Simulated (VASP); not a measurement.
Set up this calculation in VASP 6.6.1, as the native input.

```
Task                   : single point
Functional             : PBE
Potentials or basis    : VASP PAW PBE potentials, release 64 (In_d, P)
Cutoff                 : 520 eV
k mesh                 : 1 × 1 × 14
Occupations            : gaussian, width 0.05 eV
Spin                   : collinear spin
Starting moments       : [0.5, 0.5] μB
Dipole correction      : no
Further INCAR settings : ALGO = Normal; EDIFF = 1e-06; NBANDS = 20
```

The structure of InP lies in POSCAR:

```
InP
1.0
    9.0000000000      0.0000000000      0.0000000000
    0.0000000000      9.3000000000      0.0000000000
    0.0000000000      0.0000000000      4.7626367119
In P
1 1
Direct
    0.5000000000      0.5000000000     -0.0175008020
    0.5000000000      0.5000000000      0.4825008020
```

These files were run (other wordings do the same):

INCAR

```
SYSTEM = InP
PREC = Accurate
ENCUT = 520
EDIFF = 1E-6
ISMEAR = 0
SIGMA = 0.05
LREAL = .False.
LASPH = .True.
NELM = 150
ALGO = Normal
ISIF = 2
LWAVE = .False.
LCHARG = .False.
ISPIN = 2
MAGMOM = 0.5 0.5
LORBIT = 11
GGA = PE
NBANDS = 20
```

KPOINTS

```
Automatic mesh
0
Gamma
  1 1 14
  0 0 0
```

Potentials or basis: VASP PAW PBE potentials, release 64 (In_d, P).

Command:

```sh
$ cat potpaw_PBE.64/In_d/POTCAR potpaw_PBE.64/P/POTCAR > POTCAR
$ mpirun -np 1 vasp_std > vasp.out
```

Results of the run:

- Net moment: 0.43 μB per cell
- Site moments: In -0.02; P +0.20 μB
- Valence electrons inside the program's atomic spheres: In 11.38; P 2.47

Caveat: a moment this small can come from the mesh or the smearing.

Wall time 3 min on 1 thread of Intel(R) Xeon(R) Platinum 8259CL CPU @ 2.50GHz (Skylake/Cascade Lake) (shared host), peak memory 0.57 GiB.
